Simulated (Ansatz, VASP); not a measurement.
## One calculation of Al, two programs

```xyz
4
Lattice="2.8271 -0.0047 -0.0047 -1.4176 2.4507 -0.0017 -0.0153 -0.0153 9.1860" Properties=species:S:1:pos:R:3 pbc="T T T"
Al    0.0000    0.0000    0.0000
Al   -0.0065    1.6284    2.2938
Al   -0.0077   -0.0077    4.5930
Al    1.4007    0.8023    6.8858
```

Alike in both runs: task single point; functional LDA; k mesh 14 × 14 × 4; occupations fermi-dirac, width 0.05 eV; no spin polarisation.

```csv
,VASP,Ansatz
version,VASP 6.6.1,Ansatz 0.2.0
potentials or method,"VASP PAW LDA potentials, release 64 (Al), cutoff 520 eV","plane waves, PAW"
valence electrons in the cell,12,12
```

|  | VASP | Ansatz | Ansatz less VASP |
| --- | --- | --- | --- |
| pressure (GPa) | -0.2 | -0.3 | -0.08 |
| traceless stress, the component that is largest in VASP (GPa) | 0.94 | 0.94 | -0.007 |

LDA's correlation is that of Perdew and Zunger in VASP and of Perdew and Wang (1992) in Ansatz.
